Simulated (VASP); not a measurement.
# Os: single point with PBE

Crystal: Os.

```
Os
1.0
     0.00000    4.19561    2.43133
     2.72166    0.00000    2.43133
     2.72166    4.19561    0.00000
Os
3
Direct
  0.00000 0.00000 0.50000
  0.50000 0.50000 0.00000
  0.50000 0.50000 0.50000
```

The cell was generated, and may not be a known phase.

```json
{"Program": "VASP 6.6.1", "Task": "single point", "Functional": "PBE", "Potentials or basis": "VASP PAW PBE potentials, release 64 (Os_sv_GW)", "Cutoff": "560 eV", "k mesh": "6 × 6 × 6", "Occupations": "gaussian, width 0.1 eV", "Spin": "no spin polarisation", "Dipole correction": "no", "Further INCAR settings": "ALGO = Normal; EDIFF = 1e-06; NBANDS = 31"}
```

* Pressure: -0.9 GPa
* Band gap on the k mesh: zero (bands 24 and 25 overlap by 2.20 eV)

Stress tensor (GPa, compression positive):
```
-1.01  0.00  0.00
 0.00 -0.92  0.00
 0.00  0.00 -0.82
```

Levels at points of the mesh, in eV from the Fermi level:
| k point | band 21 | band 22 | band 23 | band 24 | band 25 | band 26 | band 27 | band 28 |
| --- | --- | --- | --- | --- | --- | --- | --- | --- |
| (0.00, 0.00, 0.00) | -0.16 | -0.03 | 0.05 | 1.32 | 2.03 | 2.09 | 2.40 | 3.71 |
| (0.50, 0.00, 0.00) | -2.18 | -1.63 | -1.31 | -1.14 | -0.88 | -0.06 | 0.36 | 0.82 |
| (0.50, 0.50, 0.00) | -0.28 | -0.13 | 0.18 | 0.18 | 0.66 | 1.27 | 1.46 | 1.47 |
| (0.50, 0.00, 0.50) | -2.14 | -1.88 | -1.62 | -1.36 | -0.73 | -0.37 | 1.16 | 2.36 |
| (0.00, 0.50, 0.50) | -2.30 | -2.10 | -0.77 | -0.21 | 0.28 | 0.38 | 0.55 | 1.51 |

Wall time 84 s on 1 thread of AMD EPYC 9R45 96-Core Processor (Zen 5), with other jobs on the host, peak memory 0.21 GiB.

Caveat: spin-orbit coupling is left out, which moves the levels of the heavy elements.
